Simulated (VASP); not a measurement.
A run of VASP 6.6.1 is set up as follows.

INCAR

```
  PREC = Accurate
  ENCUT = 520
  EDIFF = 1E-6
  ISMEAR = -1
  SIGMA = 0.05
  LREAL = False
  LASPH = True
  NELM = 80
  ALGO = Normal
  ISIF = 2
  LWAVE = False
  LCHARG = False
  GGA = PE
  NBANDS = 16
```

KPOINTS

```
regular mesh
0
Gamma
  12 12 6
```

POSCAR

```
BN
1.0
    2.3694419887      0.0000000000      0.0000000000
   -1.1847209944      2.0519969550      0.0000000000
    0.0000000000      0.0000000000      3.9284586604
B N
2 2
Direct
    0.3333333333      0.6666666667      0.0014940786
    0.6666666667      0.3333333333      0.5014940786
    0.3333333333      0.6666666667      0.3745059214
    0.6666666667      0.3333333333      0.8745059214
```

Potentials or basis: VASP PAW PBE potentials, release 64 (B, N).

Run with:

```sh
$ cat potpaw_PBE.64/B/POTCAR potpaw_PBE.64/N/POTCAR > POTCAR
$ mpirun -np 1 vasp_std > vasp.out
```

Problem. What does it give for the band gap on the k mesh?

Solution. 4.61 eV, indirect (least direct gap 9.21 eV).

Problem. Estimate the pressure.

Solution. 125.3 GPa.

Forces on the atoms (eV/Å):
```
B    0.000  0.000  0.003
B    0.000  0.000  0.003
N    0.000  0.000 -0.003
N    0.000  0.000 -0.003
```

 A k mesh can miss the band edges.
